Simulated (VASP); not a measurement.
# Rh (R-3m) in VASP: notebook

Rh is run at these levels: r2SCAN; tasks: single point.

Program: VASP 6.6.1. These are calculated values, not measurements. Logs are shortened: lines on timing, memory, paths and dates and some standing lists are left out, and cuts for length are marked.

### 1 The cell of the first run

The structure is trigonal, space group R-3m (No. 166). The conventional cell has a = 2.531 Å, b = 2.531 Å, c = 7.439 Å, α = 90.00°, β = 90.00°, γ = 120.00°. Within 3.3 Å of Rh (site symmetry -3m) lie 12 Rh at 2.53 to 2.88 Å.

### 2 Single point, r2SCAN

Contents of POSCAR:

```
Rh
1.0
    0.2385902748      2.0280173355      2.0280173355
    2.0280173355      0.2385902748      2.0280173355
    2.0280173355      2.0280173355      0.2385902748
Rh
1
Direct
    0.0000000000      0.0000000000      0.0000000000
```

Contents of INCAR.step1:

```
SYSTEM = Rh
  ALGO = Normal
  EDIFF = 1E-4
  ENCUT = 520
  GGA = PE
  ISMEAR = 0
  LASPH = .TRUE.
  LCHARG = .FALSE.
  LREAL = .FALSE.
  LWAVE = .TRUE.
  NBANDS = 14
  NELM = 100
  PREC = Accurate
  SIGMA = 0.15
```

Contents of INCAR.step2:

```
SYSTEM = Rh
  ALGO = Normal
  EDIFF = 1E-6
  ENCUT = 520
  ISIF = 2
  ISMEAR = 0
  ISTART = 1
  LASPH = .TRUE.
  LCHARG = .FALSE.
  LMIXTAU = .TRUE.
  LREAL = .FALSE.
  LWAVE = .FALSE.
  METAGGA = R2SCAN
  NBANDS = 14
  NELM = 100
  PREC = Accurate
  SIGMA = 0.15
```

Contents of KPOINTS:

```
k-points
0
G
  8 8 8
  0 0 0
```

Potentials or basis: VASP PAW PBE potentials, release 64 (Rh_pv).

Started as:

```sh
$ cat potpaw_PBE.64/Rh_pv/POTCAR > POTCAR
$ cp INCAR.step1 INCAR
$ mpirun -np 1 vasp_std > vasp.out
$ cp INCAR.step2 INCAR
$ mpirun -np 1 vasp_std > vasp.out
```

OUTCAR:

```text
SYSTEM = Rh
   EDIFF = 1E-6
   ENCUT = 520
   ISIF = 2
   ISMEAR = 0
   ISTART = 1
   LASPH = .TRUE.
   LREAL = .FALSE.
   METAGGA = R2SCAN
   NELM = 100
   PREC = Accurate

 ion  position               nearest neighbor table
   1  0.000  0.000  0.000-

  LATTYP: Found a trigonal (rhomboedric) cell.
 ALAT       =     2.8779565572
 COS(alpha) =     0.6134020619

  Lattice vectors:

 A1 = (   0.2385902748,   2.0280173355,   2.0280173355)
 A2 = (   2.0280173355,   0.2385902748,   2.0280173355)
 A3 = (   2.0280173355,   2.0280173355,   0.2385902748)

Analysis of symmetry for initial positions (statically):
=====================================================================
 Subroutine PRICEL returns:
 Original cell was already a primitive cell.

 Routine SETGRP: Setting up the symmetry group for a
 trigonal (rhombohedral) supercell.

 Subroutine GETGRP returns: Found 12 space group operations
 (whereof 12 operations were pure point group operations)
 out of a pool of 12 trial point group operations.

The static configuration has the point symmetry D_3d.

Analysis of symmetry for dynamics (positions and initial velocities):
=====================================================================
 Subroutine PRICEL returns:
 Original cell was already a primitive cell.

 Routine SETGRP: Setting up the symmetry group for a
 trigonal (rhombohedral) supercell.

 Subroutine GETGRP returns: Found 12 space group operations
 (whereof 12 operations were pure point group operations)
 out of a pool of 12 trial point group operations.

The dynamic configuration has the point symmetry D_3d.

 Subroutine INISYM returns: Found 12 space group operations
 (whereof 12 operations are pure point group operations),
 and found     1 'primitive' translations

----------------------------------------------------------------------------------------

                                     Primitive cell

  volume of cell :      13.7516

  direct lattice vectors                    reciprocal lattice vectors
     0.238590275  2.028017335  2.028017335    -0.294942325  0.263895765  0.263895765
     2.028017335  0.238590275  2.028017335     0.263895765 -0.294942325  0.263895765
     2.028017335  2.028017335  0.238590275     0.263895765  0.263895765 -0.294942325

  length of vectors
     2.877956557  2.877956557  2.877956557     0.475681536  0.475681536  0.475681536

  position of ions in fractional coordinates (direct lattice)
     0.000000000  0.000000000  0.000000000

  ion indices of the primitive-cell ions
   primitive index   ion index
                 1           1

----------------------------------------------------------------------------------------

 KPOINTS: k-points

Automatic generation of k-mesh.
 Grid dimensions read from file:
 generate k-points for:    8    8    8

 Generating k-lattice:

  Cartesian coordinates                     Fractional coordinates (reciprocal lattice)
    -0.036867791  0.032986971  0.032986971     0.125000000  0.000000000  0.000000000
     0.032986971 -0.036867791  0.032986971     0.000000000  0.125000000  0.000000000
     0.032986971  0.032986971 -0.036867791     0.000000000  0.000000000  0.125000000

  Length of vectors
     0.059460192  0.059460192  0.059460192

  Shift w.r.t. Gamma in fractional coordinates (k-lattice)
     0.000000000  0.000000000  0.000000000

 Subroutine IBZKPT returns following result:
 ===========================================

 Found     65 irreducible k-points:

 Following reciprocal coordinates:
            Coordinates               Weight
  0.000000  0.000000  0.000000      1.000000
  0.125000  0.000000 -0.000000      6.000000
  0.250000  0.000000 -0.000000      6.000000
  0.375000 -0.000000 -0.000000      6.000000
  0.500000  0.000000 -0.000000      3.000000
  0.125000  0.125000 -0.000000      6.000000
[... 16 lines left out ...]
  0.250000  0.125000  0.125000      6.000000
  0.375000  0.125000  0.125000      6.000000
 [... further k-points ...]
   k-points           NKPTS =     65   k-points in BZ     NKDIM =     65   number of bands    NBANDS=     14
   number of dos      NEDOS =    301   number of ions     NIONS =      1
   total plane-waves  NPLWV =  13824
   dimension x,y,z NGX =    24 NGY =   24 NGZ =   24
   dimension x,y,z NGXF=    48 NGYF=   48 NGZF=   48
   ions per type =               1
   NGX,Y,Z   is equivalent  to a cutoff of  13.86, 13.86, 13.86 a.u.
   NGXF,Y,Z  is equivalent  to a cutoff of  27.73, 27.73, 27.73 a.u.
 SYSTEM =  Rh
   PREC   = accura    normal or accurate (medium, high low for compatibility)
   ISTART =      1    job   : 0-new  1-cont  2-samecut
   ICHARG =      0    charge: 1-file 2-atom 10-const
   ISPIN  =      1    spin polarized calculation?
   LNONCOLLINEAR =      F non collinear calculations
   LSORBIT =      F    spin-orbit coupling
   LASPH  =      T    aspherical Exc in radial PAW
   ENCUT  =  520.0 eV  38.22 Ry    6.18 a.u.   5.35  5.35  5.35*2*pi/ulx,y,z
   NELM   =    100;   NELMIN=  2; NELMDL=  0     # of ELM steps
   EDIFF  = 0.1E-05   stopping-criterion for ELM
   LREAL  =      F    real-space projection
   EDIFFG = 0.1E-04   stopping-criterion for IOM
   NSW    =      0    number of steps for IOM
   IBRION =     -1    ionic relax: 0-MD 1-quasi-New 2-CG
   NFREE  =      0    steps in history (QN), initial steepest desc. (CG)
   ISIF   =      2    stress and relaxation
   ISYM   =      2    0-nonsym 1-usesym 2-fastsym
   POTIM  = 0.5000    time-step for ionic-motion
   TEBEG  =    0.0;   TEEND  =   0.0 temperature during run
   PSTRESS=    0.0 pullay stress
   NELECT =      15.0000    total number of electrons
   NUPDOWN=      -1.0000    fix difference up-down
   EMIN   =  10.00;   EMAX   =-10.00  energy-range for DOS
   EFERMI =   0.00;   METHOD = LEGACY
   ISMEAR =     0;   SIGMA  =   0.15  broadening in eV -4-tet -1-fermi 0-gaus
   EFERMI_NEDOS =   21; number of points for ismear=-14 and -15
   IALGO  =     38    algorithm
   IMIX   =      4    mixing-type and parameters
     AMIX     =   0.40;   BMIX     =  1.00
     AMIX_MAG =   1.60;   BMIX_MAG =  1.00
  volume/ion in A,a.u.               =      13.75        92.80
  Fermi-wavevector in a.u.,A,eV,Ry     =   1.685211  3.184586 38.639656  2.839935
  Thomas-Fermi vector in A             =   2.768095
   LORBIT       =      0    0 simple, 1 ext, 2 COOP (PROOUT), +10 PAW based schemes
   METAGGA = R2SCAN    functional components
   LHFCALC =     F    Hartree Fock is set to
   AEXX    =    0.0000 exact exchange contribution
   IVDW    =     0    specifies the selected vdW correction
   LEPSILON=     F    determine dielectric tensor
   LRPA    =     F    only Hartree local field effects (RPA)
 non-spin polarized calculation
 Gauss-broadening in eV      SIGMA  =   0.15
  energy-cutoff  :      520.00
  volume of cell :       13.75
 maximum number of plane-waves:       381
 NGX is ok and might be reduce to    24

 number of electron      15.0000003 magnetization

 Free energy of the ion-electron system (eV)
  ---------------------------------------------------
  ext. energy  EPLUGINS =         0.00000000
  ---------------------------------------------------
  free energy    TOTEN  =       -23.79182034 eV

  energy without entropy =      -23.77482870  energy(sigma->0) =      -23.78332452

 E-fermi :  11.6739     XC(G=0): -15.1306

 val. band max:       11.6633900723   @ k =  -0.3750   0.3750   0.3750
 cond. band min:      11.7281756148   @ k =   0.2500   0.2500   0.1250
 fundamental gap:      0.0647855424
 Fermi energy:        11.6739443494

 k-point     1 :       0.0000    0.0000    0.0000
  band No.  band energies     occupation
      1     -36.0521      2.00000
      2     -35.9324      2.00000
      3     -35.9324      2.00000
      4       3.6212      2.00000
      5       7.1978      2.00000
      6       8.7554      2.00000
      7       8.7554      2.00000
      8      11.2327      1.99997
      9      11.2327      1.99997
     10      27.3136      0.00000
     11      29.3411      0.00000
     12      31.5689      0.00000
     13      36.6512      0.00000
     14      36.6512      0.00000

 k-point     2 :       0.1250    0.0000   -0.0000
  band No.  band energies     occupation
      1     -36.1075      2.00000
      2     -36.0474      2.00000
      3     -35.9683      2.00000
      4       4.3323      2.00000
      5       7.5224      2.00000
      6       8.3938      2.00000
      7       9.2660      2.00000
      8      10.7927      2.00000
      9      11.0121      2.00000
     10      28.3949      0.00000
     11      29.3411      0.00000
     12      32.0506      0.00000
     13      34.0347      0.00000
     14      37.3077      0.00000

 k-point     3 :       0.2500    0.0000   -0.0000
  band No.  band energies     occupation
      1     -36.5120      2.00000
      2     -36.0541      2.00000
      3     -36.0439      2.00000
      4       5.5876      2.00000
      5       7.7534      2.00000
      6       8.7231      2.00000
      7      10.2403      2.00000
      8      10.3403      2.00000
      9      10.9097      2.00000
     10      28.2898      0.00000
     11      29.3419      0.00000
     12      30.3064      0.00000
     13      35.1585      0.00000
     14      37.1534      0.00000
[... 324 lines left out ...]
 k-point    23 :       0.2500    0.1250    0.1250
  band No.  band energies     occupation
      1     -36.1734      2.00000
      2     -36.0917      2.00000
      3     -35.9701      2.00000
      4       4.9899      2.00000
      5       7.4222      2.00000
      6       8.4006      2.00000
      7       9.2807      2.00000
      8      10.9342      2.00000
      9      11.3934      1.99183
     10      26.7480      0.00000
     11      29.3411      0.00000
     12      31.1906      0.00000
     13      35.0485      0.00000
     14      37.2471      0.00000

 k-point    24 :       0.3750    0.1250    0.1250
  band No.  band energies     occupation
      1     -36.5311      2.00000
      2     -36.1330      2.00000
      3     -36.0560      2.00000
      4       6.0106      2.00000
      5       7.5988      2.00000
      6       8.5835      2.00000
      7      10.3941      2.00000
      8      10.7020      2.00000
      9      11.8132      0.18923
     10      26.6950      0.00000
     11      28.7528      0.00000
     12      29.3437      0.00000
     13      33.0035      0.00000
     14      37.5345      0.00000

 [... further k-points ...]

------------------------ aborting loop because EDIFF is reached ----------------------------------------

  FORCE on cell =-STRESS in cart. coord.  units (eV):
  Direction    XX          YY          ZZ          XY          YZ          ZX
  --------------------------------------------------------------------------------------
  -------------------------------------------------------------------------------------
  Total        1.1899812      1.1899812      1.1899812     -1.8173424     -1.8173424     -1.8173424
  in kB      138.6428328    138.6428328    138.6428328   -211.7357097   -211.7357097   -211.7357097
  external PRESSURE =     138.6428328 kB  Pullay stress =       0.0000000 kB

 VOLUME and BASIS-vectors are now :
 -----------------------------------------------------------------------------
  energy-cutoff  :      520.00
  volume of cell :       13.75
      direct lattice vectors                 reciprocal lattice vectors
     0.238590275  2.028017335  2.028017335    -0.294942325  0.263895765  0.263895765
     2.028017335  0.238590275  2.028017335     0.263895765 -0.294942325  0.263895765
     2.028017335  2.028017335  0.238590275     0.263895765  0.263895765 -0.294942325

 POSITION                                       TOTAL-FORCE (eV/Angst)
 -----------------------------------------------------------------------------------
      0.00000      0.00000      0.00000         0.000000     -0.000000      0.000000
 -----------------------------------------------------------------------------------
    total drift:                               -0.000000      0.000000     -0.000000

  FREE ENERGIE OF THE ION-ELECTRON SYSTEM (eV)
  ---------------------------------------------------
  free  energy   TOTEN  =       -23.7918203406 eV

  energy  without entropy=      -23.7748286979  energy(sigma->0) =      -23.78332452
```

Wall time 52 s (1 thread of Intel Xeon 8259CL, shared host); peak memory 0.15 GiB.

What came out:

```
Free energy : -23.7918 eV
Pressure    : 13.9 GPa
```

Levels at points of the mesh, in eV from the Fermi level:
```csv
k point,band 4,band 5,band 6,band 7,band 8,band 9,band 10,band 11
"(0.00, 0.00, 0.00)",-8.05,-4.48,-2.92,-2.92,-0.44,-0.44,15.64,17.67
"(0.50, 0.00, 0.00)",-6.46,-4.39,-1.97,-0.16,1.59,1.79,10.36,15.79
"(0.50, 0.50, 0.00)",-6.71,-6.09,0.24,0.97,1.69,3.81,12.10,13.18
"(0.50, 0.50, 0.50)",-6.51,-3.13,-3.13,-0.61,0.54,0.54,6.37,17.67
```

Caveat: the k points lie up to 0.37 Å⁻¹ apart; the PAW data sets were made with another functional, which shifts forces and pressure a little.

### 3 Single point, r2SCAN

This run uses another cell than the first one, of the same volume but with other edges.

Contents of POSCAR:

```
Rh
1.0
    0.7435295327      2.3368071028      2.3368071028
    2.3368071028      0.7435295327      2.3368071028
    2.3368071028      2.3368071028      0.7435295327
Rh
1
Direct
    0.0000000000      0.0000000000      0.0000000000
```

Contents of INCAR.step1:

```
PREC = Accurate ; ENCUT = 520
ISMEAR = 0 ; SIGMA = 0.15
LREAL = False ; LASPH = True
NELM = 80 ; NBANDS = 14
GGA = PE ; ALGO = Normal
EDIFF = 1E-4 ; LWAVE = True
LCHARG = False
```

Contents of INCAR.step2:

```
PREC = Accurate ; ENCUT = 520
EDIFF = 1E-6 ; ISMEAR = 0
SIGMA = 0.15 ; LREAL = False
LASPH = True ; NELM = 80
ALGO = Normal ; ISIF = 2
LWAVE = False ; LCHARG = True
METAGGA = R2SCAN ; LMIXTAU = True
LELF = True ; LVHAR = True
NBANDS = 14 ; ISTART = 1
```

Contents of KPOINTS:

```
regular mesh
0
Gamma
  8 8 8
```

Potentials or basis: VASP PAW PBE potentials, release 64 (Rh_pv).

Started as:

```sh
$ cat potpaw_PBE.64/Rh_pv/POTCAR > POTCAR
$ cp INCAR.step1 INCAR
$ mpirun -np 1 vasp_std > vasp.out
$ cp INCAR.step2 INCAR
$ mpirun -np 1 vasp_std > vasp.out
```

Run time: 2.1 min. Hardware: 1 thread of Intel Xeon 8259CL, shared host; peak memory 0.17 GiB.

The run converged. Its results:

| Item | Value |
| --- | --- |
| Free energy | -21.3613 eV |
| Pressure | 111.5 GPa |

Stress tensor (GPa, compression positive):
```
111.52 -65.85 -65.85
-65.85 111.52 -65.85
-65.85 -65.85 111.52
```

Levels at points of the mesh, in eV from the Fermi level:
| k point | band 3 | band 4 | band 5 | band 6 | band 7 | band 8 | band 9 | band 10 | band 11 | band 12 |
| --- | --- | --- | --- | --- | --- | --- | --- | --- | --- | --- |
| (0.00, 0.00, 0.00) | -47.47 | -8.37 | -6.46 | -4.28 | -4.28 | 1.00 | 1.00 | 8.61 | 18.07 | 19.44 |
| (0.50, 0.00, 0.00) | -47.87 | -9.29 | -6.32 | -1.27 | -0.65 | 3.50 | 4.06 | 12.80 | 13.83 | 18.07 |
| (0.50, 0.50, 0.00) | -47.89 | -9.34 | -6.97 | -0.28 | -0.06 | 3.51 | 5.38 | 10.56 | 13.83 | 18.06 |
| (0.50, 0.50, 0.50) | -47.47 | -8.16 | -4.30 | -4.30 | -2.18 | 0.63 | 1.12 | 1.12 | 18.07 | 19.17 |

Caveat: the k points lie up to 0.41 Å⁻¹ apart; the PAW data sets were made with another functional, which shifts forces and pressure a little.
